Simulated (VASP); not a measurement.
A run of VASP 6.6.1:

Contents of INCAR:

```
PREC = Accurate ; ENCUT = 500
EDIFF = 1E-7 ; ISMEAR = 0
SIGMA = 0.2 ; LREAL = False
LASPH = True ; NELM = 200
ALGO = Normal ; ISIF = 3
LWAVE = False ; LCHARG = False
GGA = PE ; IBRION = 2
NSW = 36 ; EDIFFG = -0.08
GGA_COMPAT = False ; NELMIN = 4
LMAXMIX = 6
```

KPOINTS

```
Automatic mesh
0
Gamma
  4 4 4
```

Contents of POSCAR:

```
PrHRh3
1.0
    4.5205485500      0.0000000000      0.0000000000
    0.0000000000      4.5205485500      0.0000000000
    0.0000000000      0.0000000000      4.5590011300
Pr H Rh
1 1 3
Direct
    0.0000000000      0.0000000000      0.0000000000
    0.5000000000      0.5000000000      0.0000000000
    0.0000000000      0.5000000000      0.0000000000
    0.5000000000      0.0000000000      0.0000000000
    0.0000000000      0.0000000000      0.5000000000
```

Potentials or basis: VASP PAW PBE potentials, release 64 (Pr_3, H, Rh_pv), 4f in core.

Launch:

```bash
$ cat potpaw_PBE.64/Pr_3/POTCAR potpaw_PBE.64/H/POTCAR potpaw_PBE.64/Rh_pv/POTCAR > POTCAR
$ mpirun -np 1 vasp_std > vasp.out
```

Hardware: 1 thread of Intel(R) Xeon(R) 6975P-C (Granite Rapids), with other jobs on the host.

Task: Estimate the wall time of this run.

Result: It took 3 min on 1 thread of Intel(R) Xeon(R) 6975P-C (Granite Rapids), with other jobs on the host, peak memory 0.24 GiB. Counts: scf iterations 83, k points 18, ion steps 6.
